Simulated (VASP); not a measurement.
# BN (P6_3/mmc) in VASP: a series of runs

The runs below take BN through single point, with PBE.

All numbers are computed with VASP 6.6.1; they aren't measurements. Logs are shortened: lines on timing, memory, paths and dates and some standing lists are left out, and cuts for length are marked.

**1. The cell of the first run**

Symmetry: P6_3/mmc, No. 194, hexagonal system. Conventional cell: a = 2.316 Å, b = 2.316 Å, c = 6.661 Å, α = 90.00°, β = 90.00°, γ = 120.00°. Within 1.8 Å of B (site symmetry -6m2) lie 3 N at 1.34 Å. Within 1.8 Å of N (site symmetry -6m2) lie 3 B at 1.34 Å.

**2. Single point, PBE (strain -0.0750 x Voigt [1, 1, 0, 0, 0, 0])**

The input, INCAR:

```
SYSTEM = BN
PREC = Accurate ; ENCUT = 520
EDIFF = 1E-6 ; ISMEAR = 0
SIGMA = 0.05 ; LREAL = .FALSE.
LASPH = .TRUE. ; NELM = 80
ALGO = Normal ; ISIF = 2
LWAVE = .FALSE. ; LCHARG = .FALSE.
GGA = PE ; NBANDS = 16
```

The input, KPOINTS:

```
regular mesh
0
G
  12 12 4
  0 0 0
```

The input, POSCAR:

```
BN
1.0
    2.3161923265      0.0000000000      0.0000000000
   -1.1580961633      2.0058813948      0.0000000000
    0.0000000000      0.0000000000      6.6612000000
B N
2 2
Direct
    0.3333333333      0.6666666667      0.2500000000
    0.6666666667      0.3333333333      0.7500000000
    0.3333333333      0.6666666667      0.7500000000
    0.6666666667      0.3333333333      0.2500000000
```

Potentials or basis: VASP PAW PBE potentials, release 64 (B, N).

Command:

```
cat potpaw_PBE.64/B/POTCAR potpaw_PBE.64/N/POTCAR > POTCAR
mpirun -np 1 vasp_std > vasp.out
```

OUTCAR:

```text
SYSTEM = BN
   PREC = Accurate
   ENCUT = 520
   EDIFF = 1E-6
   ISMEAR = 0
   LREAL = .FALSE.
   LASPH = .TRUE.
   NELM = 80
   ISIF = 2
   GGA = PE

 ion  position               nearest neighbor table
   1  0.333  0.667  0.250-   4 1.34   4 1.34   4 1.34
   2  0.667  0.333  0.750-   3 1.34   3 1.34   3 1.34
   3  0.333  0.667  0.750-   2 1.34   2 1.34   2 1.34
   4  0.667  0.333  0.250-   1 1.34   1 1.34   1 1.34

  LATTYP: Found a hexagonal cell.
 ALAT       =     2.3161923265
 C/A-ratio  =     2.8759269789

  Lattice vectors:

 A1 = (   2.3161923265,   0.0000000000,   0.0000000000)
 A2 = (  -1.1580961633,   2.0058813948,   0.0000000000)
 A3 = (   0.0000000000,   0.0000000000,   6.6612000000)

Analysis of symmetry for initial positions (statically):
=====================================================================
 Subroutine PRICEL returns:
 Original cell was already a primitive cell.

 Routine SETGRP: Setting up the symmetry group for a
 hexagonal supercell.

 Subroutine GETGRP returns: Found 24 space group operations
 (whereof 12 operations were pure point group operations)
 out of a pool of 24 trial point group operations.

The static configuration has the point symmetry D_3d.
 The point group associated with its full space group is D_6h.

Analysis of symmetry for dynamics (positions and initial velocities):
=====================================================================
 Subroutine PRICEL returns:
 Original cell was already a primitive cell.

 Routine SETGRP: Setting up the symmetry group for a
 hexagonal supercell.

 Subroutine GETGRP returns: Found 24 space group operations
 (whereof 12 operations were pure point group operations)
 out of a pool of 24 trial point group operations.

The dynamic configuration has the point symmetry D_3d.
 The point group associated with its full space group is D_6h.

 Subroutine INISYM returns: Found 24 space group operations
 (whereof 12 operations are pure point group operations),
 and found     1 'primitive' translations

----------------------------------------------------------------------------------------

                                     Primitive cell

  volume of cell :      30.9480

  direct lattice vectors                    reciprocal lattice vectors
     2.316192326  0.000000000  0.000000000     0.431743076  0.249266981  0.000000000
    -1.158096163  2.005881395  0.000000000     0.000000000  0.498533962  0.000000000
     0.000000000  0.000000000  6.661200000     0.000000000  0.000000000  0.150123101

  length of vectors
     2.316192326  2.316192327  6.661200000     0.498533962  0.498533962  0.150123101

  position of ions in fractional coordinates (direct lattice)
     0.333333333  0.666666667  0.250000000
     0.666666667  0.333333333  0.750000000
     0.333333333  0.666666667  0.750000000
     0.666666667  0.333333333  0.250000000

  ion indices of the primitive-cell ions
   primitive index   ion index
                 1           1
                 2           2
                 3           3
                 4           4

----------------------------------------------------------------------------------------

 KPOINTS: regular mesh

Automatic generation of k-mesh.
 Grid dimensions read from file:
 generate k-points for:   12   12    4

 Generating k-lattice:

  Cartesian coordinates                     Fractional coordinates (reciprocal lattice)
     0.035978590  0.020772248  0.000000000     0.083333333  0.000000000  0.000000000
     0.000000000  0.041544497  0.000000000     0.000000000  0.083333333  0.000000000
     0.000000000  0.000000000  0.037530775     0.000000000  0.000000000  0.250000000

  Length of vectors
     0.041544497  0.041544497  0.037530775

  Shift w.r.t. Gamma in fractional coordinates (k-lattice)
     0.000000000  0.000000000  0.000000000

 Subroutine IBZKPT returns following result:
 ===========================================

 Found     57 irreducible k-points:

 Following reciprocal coordinates:
            Coordinates               Weight
  0.000000  0.000000  0.000000      1.000000
  0.083333  0.000000  0.000000      6.000000
  0.166667  0.000000  0.000000      6.000000
  0.250000  0.000000  0.000000      6.000000
  0.333333  0.000000  0.000000      6.000000
  0.416667  0.000000  0.000000      6.000000
[... 16 lines left out ...]
  0.250000  0.000000  0.250000     12.000000
  0.333333  0.000000  0.250000     12.000000
 [... further k-points ...]
   k-points           NKPTS =     57   k-points in BZ     NKDIM =     57   number of bands    NBANDS=     16
   number of dos      NEDOS =    301   number of ions     NIONS =      4
   total plane-waves  NPLWV =  16200
   dimension x,y,z NGX =    18 NGY =   18 NGZ =   50
   dimension x,y,z NGXF=    36 NGYF=   36 NGZF=  100
   ions per type =               2   2
   NGX,Y,Z   is equivalent  to a cutoff of  12.92, 12.92, 12.48 a.u.
   NGXF,Y,Z  is equivalent  to a cutoff of  25.84, 25.84, 24.96 a.u.
 SYSTEM =  BN
   PREC   = accura    normal or accurate (medium, high low for compatibility)
   ISTART =      0    job   : 0-new  1-cont  2-samecut
   ICHARG =      2    charge: 1-file 2-atom 10-const
   ISPIN  =      1    spin polarized calculation?
   LNONCOLLINEAR =      F non collinear calculations
   LSORBIT =      F    spin-orbit coupling
   LASPH  =      T    aspherical Exc in radial PAW
   ENCUT  =  520.0 eV  38.22 Ry    6.18 a.u.   4.31  4.31 12.39*2*pi/ulx,y,z
   NELM   =     80;   NELMIN=  2; NELMDL= -5     # of ELM steps
   EDIFF  = 0.1E-05   stopping-criterion for ELM
   LREAL  =      F    real-space projection
   EDIFFG = 0.1E-04   stopping-criterion for IOM
   NSW    =      0    number of steps for IOM
   IBRION =     -1    ionic relax: 0-MD 1-quasi-New 2-CG
   NFREE  =      0    steps in history (QN), initial steepest desc. (CG)
   ISIF   =      2    stress and relaxation
   ISYM   =      2    0-nonsym 1-usesym 2-fastsym
   POTIM  = 0.5000    time-step for ionic-motion
   TEBEG  =    0.0;   TEEND  =   0.0 temperature during run
   PSTRESS=    0.0 pullay stress
   NELECT =      16.0000    total number of electrons
   NUPDOWN=      -1.0000    fix difference up-down
   EMIN   =  10.00;   EMAX   =-10.00  energy-range for DOS
   EFERMI =   0.00;   METHOD = LEGACY
   ISMEAR =     0;   SIGMA  =   0.05  broadening in eV -4-tet -1-fermi 0-gaus
   EFERMI_NEDOS =   21; number of points for ismear=-14 and -15
   IALGO  =     38    algorithm
   IMIX   =      4    mixing-type and parameters
     AMIX     =   0.40;   BMIX     =  1.00
     AMIX_MAG =   1.60;   BMIX_MAG =  1.00
  volume/ion in A,a.u.               =       7.74        52.21
  Fermi-wavevector in a.u.,A,eV,Ry     =   1.313925  2.482959 23.489098  1.726400
  Thomas-Fermi vector in A             =   2.444214
   LORBIT       =      0    0 simple, 1 ext, 2 COOP (PROOUT), +10 PAW based schemes
   GGA     = PE    functional components
   LHFCALC =     F    Hartree Fock is set to
   AEXX    =    0.0000 exact exchange contribution
   IVDW    =     0    specifies the selected vdW correction
   LEPSILON=     F    determine dielectric tensor
   LRPA    =     F    only Hartree local field effects (RPA)
 non-spin polarized calculation
 Gauss-broadening in eV      SIGMA  =   0.05
  energy-cutoff  :      520.00
  volume of cell :       30.95
 maximum number of plane-waves:       856
 NGX is ok and might be reduce to    18
   NGX =  9   NGY =  9   NGZ = 25

 number of electron      15.9999992 magnetization

 Free energy of the ion-electron system (eV)
  ---------------------------------------------------
  ext. energy  EPLUGINS =         0.00000000
  ---------------------------------------------------
  free energy    TOTEN  =       -33.34158443 eV

  energy without entropy =      -33.34158443  energy(sigma->0) =      -33.34158443

 E-fermi :   3.6107     XC(G=0): -10.5259

 val. band max:        3.3286784842   @ k =   0.3333   0.3333   0.5000
 cond. band min:       7.9603612826   @ k =   0.5000   0.0000   0.0000
 fundamental gap:      4.6316827984
 Fermi energy:         3.6106525664

 k-point     1 :       0.0000    0.0000    0.0000
  band No.  band energies     occupation
      1     -15.9274      2.00000
      2     -15.6625      2.00000
      3      -4.1475      2.00000
      4      -2.2274      2.00000
      5       2.3446      2.00000
      6       2.3446      2.00000
[... 8 lines left out ...]
     15      19.0735      0.00000
     16      19.3004      0.00000

 k-point     2 :       0.0833    0.0000    0.0000
  band No.  band energies     occupation
      1     -15.7680      2.00000
      2     -15.5077      2.00000
      3      -3.9233      2.00000
      4      -2.0193      2.00000
      5       1.7215      2.00000
      6       1.7399      2.00000
[... 8 lines left out ...]
     15      18.6452      0.00000
     16      19.3819      0.00000

 k-point     3 :       0.1667    0.0000    0.0000
  band No.  band energies     occupation
      1     -15.2970      2.00000
      2     -15.0500      2.00000
      3      -3.2578      2.00000
      4      -1.4051      2.00000
      5       0.1198      2.00000
      6       0.1424      2.00000
[... 8 lines left out ...]
     15      19.8114      0.00000
     16      20.2962      0.00000

 k-point     4 :       0.2500    0.0000    0.0000
  band No.  band energies     occupation
      1     -14.5390      2.00000
      2     -14.3148      2.00000
      3      -2.1776      2.00000
      4      -1.9501      2.00000
      5      -1.9092      2.00000
      6      -0.4225      2.00000
[... 8 lines left out ...]
     15      21.3524      0.00000
     16      22.5746      0.00000
[... 324 lines left out ...]
 k-point    22 :       0.1667    0.0000    0.2500
  band No.  band energies     occupation
      1     -15.2624      2.00000
      2     -15.0879      2.00000
      3      -3.0276      2.00000
      4      -1.7328      2.00000
      5       0.1258      2.00000
      6       0.1448      2.00000
[... 8 lines left out ...]
     15      19.7351      0.00000
     16      19.7978      0.00000

 k-point    23 :       0.2500    0.0000    0.2500
  band No.  band energies     occupation
      1     -14.5075      2.00000
      2     -14.3491      2.00000
      3      -2.0399      2.00000
      4      -1.9230      2.00000
      5      -1.8592      2.00000
      6      -0.7164      2.00000
[... 8 lines left out ...]
     15      22.5865      0.00000
     16      22.6569      0.00000

 k-point    24 :       0.3333    0.0000    0.2500
  band No.  band energies     occupation
      1     -13.5321      2.00000
      2     -13.3988      2.00000
      3      -4.0461      2.00000
      4      -4.0035      2.00000
      5      -0.5457      2.00000
      6      -0.4722      2.00000
[... 8 lines left out ...]
     15      22.5661      0.00000
     16      24.2475      0.00000

 [... further k-points ...]

------------------------ aborting loop because EDIFF is reached ----------------------------------------

  FORCE on cell =-STRESS in cart. coord.  units (eV):
  Direction    XX          YY          ZZ          XY          YZ          ZX
  --------------------------------------------------------------------------------------
  -------------------------------------------------------------------------------------
  Total       23.6115910     23.6115910      0.5848364     -0.0000000      0.0000000      0.0000000
  in kB     1222.3722794   1222.3722794     30.2769839     -0.0000000      0.0000000      0.0000000
  external PRESSURE =     825.0071809 kB  Pullay stress =       0.0000000 kB

 VOLUME and BASIS-vectors are now :
 -----------------------------------------------------------------------------
  energy-cutoff  :      520.00
  volume of cell :       30.95
      direct lattice vectors                 reciprocal lattice vectors
     2.316192326  0.000000000  0.000000000     0.431743076  0.249266981  0.000000000
    -1.158096163  2.005881395  0.000000000     0.000000000  0.498533962  0.000000000
     0.000000000  0.000000000  6.661200000     0.000000000  0.000000000  0.150123101

 POSITION                                       TOTAL-FORCE (eV/Angst)
 -----------------------------------------------------------------------------------
     -0.00000      1.33725      1.66530         0.000000      0.000000     -0.000000
      1.15810      0.66863      4.99590        -0.000000      0.000000     -0.000000
     -0.00000      1.33725      4.99590         0.000000     -0.000000      0.000000
      1.15810      0.66863      1.66530         0.000000     -0.000000      0.000000
 -----------------------------------------------------------------------------------
    total drift:                               -0.000000      0.000000      0.000000

  FREE ENERGIE OF THE ION-ELECTRON SYSTEM (eV)
  ---------------------------------------------------
  free  energy   TOTEN  =       -33.3415844286 eV

  energy  without entropy=      -33.3415844286  energy(sigma->0) =      -33.34158443
```

It took 37 s on 1 thread of Intel Xeon 8259CL, shared host; peak memory 0.15 GiB.

Results:

* Free energy: -33.3416 eV
* Pressure: 82.5 GPa
* Band gap on the k mesh: 4.63 eV, indirect (least direct gap 5.23 eV)

Stress tensor (GPa, compression positive):
```
122.24   0.00   0.00
  0.00 122.24   0.00
  0.00   0.00   3.03
```

Caveat: the cell differs from its parent crystal (strain -0.0750 x Voigt [1, 1, 0, 0, 0, 0]). A k mesh can miss the band edges.

**3. Single point, PBE (strain -0.0375 x Voigt [1, 1, 0, 0, 0, 0])**

The input, INCAR:

```
SYSTEM = BN
PREC = Accurate ; ENCUT = 520
EDIFF = 1E-7 ; ISMEAR = 0
SIGMA = 0.05 ; LREAL = .FALSE.
LASPH = .TRUE. ; NELM = 80
ALGO = Normal ; ISIF = 2
LWAVE = .FALSE. ; LCHARG = .TRUE.
GGA = PE ; LELF = .TRUE.
LVHAR = .TRUE. ; NBANDS = 16
```

The input, KPOINTS:

```
Automatic mesh
0
G
  12 12 4
  0 0 0
```

POSCAR, as its differences from that of step 2:

```diff
@@ -2,4 +2,4 @@
 1.0
-    2.3161923265      0.0000000000      0.0000000000
-   -1.1580961633      2.0058813948      0.0000000000
+    2.4100920154      0.0000000000      0.0000000000
+   -1.2050460077      2.0872009108      0.0000000000
     0.0000000000      0.0000000000      6.6612000000
```

Potentials or basis: VASP PAW PBE potentials, release 64 (B, N).

Command:

```
cat potpaw_PBE.64/B/POTCAR potpaw_PBE.64/N/POTCAR > POTCAR
mpirun -np 1 vasp_std > vasp.out
```

Wall time 46 s (1 thread of Intel Xeon 8259CL, shared host); peak memory 0.15 GiB.

The run converged. Its results:

```
Free energy            : -34.7088 eV
Pressure               : 36.2 GPa
Band gap on the k mesh : 4.46 eV, indirect (least direct gap 4.93 eV)
```

Stress tensor (GPa, compression positive):
```
52.84  0.00  0.00
 0.00 52.84  0.00
 0.00  0.00  2.91
```

Levels at points of the mesh, in eV from the valence-band top:
| k point | band 4 | band 5 | band 6 | band 7 | band 8 | band 9 | band 10 | band 11 | band 12 | band 13 |
| --- | --- | --- | --- | --- | --- | --- | --- | --- | --- | --- |
| (0.00, 0.00, 0.00) | -4.78 | -1.18 | -1.18 | -1.15 | -1.15 | 5.18 | 10.59 | 12.54 | 12.54 | 12.65 |
| (0.50, 0.00, 0.00) | -9.31 | -4.31 | -4.26 | -1.52 | -0.57 | 4.46 | 5.86 | 10.56 | 11.24 | 13.13 |
| (0.00, 0.00, 0.50) | -5.90 | -1.17 | -1.17 | -1.17 | -1.17 | 7.63 | 7.63 | 12.59 | 12.59 | 12.59 |
| (0.50, 0.00, 0.50) | -9.34 | -4.29 | -4.29 | -1.03 | -1.03 | 4.95 | 4.95 | 11.12 | 11.12 | 14.18 |

Caveat: the cell differs from its parent crystal (strain -0.0375 x Voigt [1, 1, 0, 0, 0, 0]); this functional lacks dispersion, which binds the layers, so the pressure and a relaxed spacing across them are unreliable. A k mesh can miss the band edges.

**4. Single point, PBE (strain +0.0375 x Voigt [1, 1, 0, 0, 0, 0])**

The input, INCAR:

```
PREC = Accurate ; ENCUT = 520
EDIFF = 1E-7 ; ISMEAR = 0
SIGMA = 0.05 ; LREAL = False
LASPH = True ; NELM = 60
ALGO = Normal ; ISIF = 2
LWAVE = False ; LCHARG = False
GGA = PE ; NBANDS = 16
```

The input, KPOINTS:

```
regular mesh
0
Gamma
  12 12 4
```

POSCAR, as its differences from that of step 3:

```diff
@@ -2,4 +2,4 @@
 1.0
-    2.4100920154      0.0000000000      0.0000000000
-   -1.2050460077      2.0872009108      0.0000000000
+    2.5978913932      0.0000000000      0.0000000000
+   -1.2989456966      2.2498399428      0.0000000000
     0.0000000000      0.0000000000      6.6612000000
```

Command:

```
cat potpaw_PBE.64/B/POTCAR potpaw_PBE.64/N/POTCAR > POTCAR
mpirun -np 1 vasp_std > vasp.out
```

It took 55 s on 1 thread of Intel Xeon 8259CL, shared host; peak memory 0.16 GiB.

The run converged. Its results:

* Free energy: -34.9067 eV
* Pressure: -19.5 GPa
* Band gap on the k mesh: 4.07 eV, indirect (least direct gap 4.36 eV)

Stress tensor (GPa, compression positive):
```
-30.46   0.00   0.00
  0.00 -30.46   0.00
  0.00   0.00   2.41
```

Levels at points of the mesh, in eV from the valence-band top:
| k point | band 4 | band 5 | band 6 | band 7 | band 8 | band 9 | band 10 | band 11 | band 12 | band 13 |
| --- | --- | --- | --- | --- | --- | --- | --- | --- | --- | --- |
| (0.00, 0.00, 0.00) | -3.54 | -1.47 | -1.47 | -1.42 | -1.42 | 5.14 | 9.80 | 10.36 | 10.62 | 10.62 |
| (0.50, 0.00, 0.00) | -8.42 | -4.00 | -3.93 | -1.38 | -0.35 | 4.07 | 5.37 | 8.51 | 8.78 | 12.26 |
| (0.00, 0.00, 0.50) | -4.75 | -1.45 | -1.45 | -1.45 | -1.45 | 7.32 | 7.32 | 10.69 | 10.69 | 10.69 |
| (0.50, 0.00, 0.50) | -8.47 | -3.96 | -3.96 | -0.84 | -0.84 | 4.49 | 4.49 | 8.78 | 8.78 | 12.99 |

Caveat: the cell differs from its parent crystal (strain +0.0375 x Voigt [1, 1, 0, 0, 0, 0]); this functional lacks dispersion, which binds the layers, so the pressure and a relaxed spacing across them are unreliable.

**5. Summary**

| cell | gap on the mesh (eV) | pressure (GPa) |
| --- | --- | --- |
| a = 2.316, b = 2.316, c = 6.661 Å, angles 90.0, 90.0, 120.0°, 4 atoms | 4.63 | 82.5 |
| a = 2.410, b = 2.410, c = 6.661 Å, angles 90.0, 90.0, 120.0°, 4 atoms | 4.46 | 36.2 |
| a = 2.598, b = 2.598, c = 6.661 Å, angles 90.0, 90.0, 120.0°, 4 atoms | 4.07 | -19.5 |

Alike in all rows: task single point; level PBE; potentials or basis VASP PAW PBE potentials, release 64 (B, N); no spin polarisation; k mesh 12 × 12 × 4; cutoff (eV) 520; smearing gaussian 0.05 eV.

Caveats: this functional lacks dispersion, which binds the layers, so the pressure and a relaxed spacing across them are unreliable (some runs).

Total energies depend on the potentials used, so only differences within one code and one set of settings carry meaning.
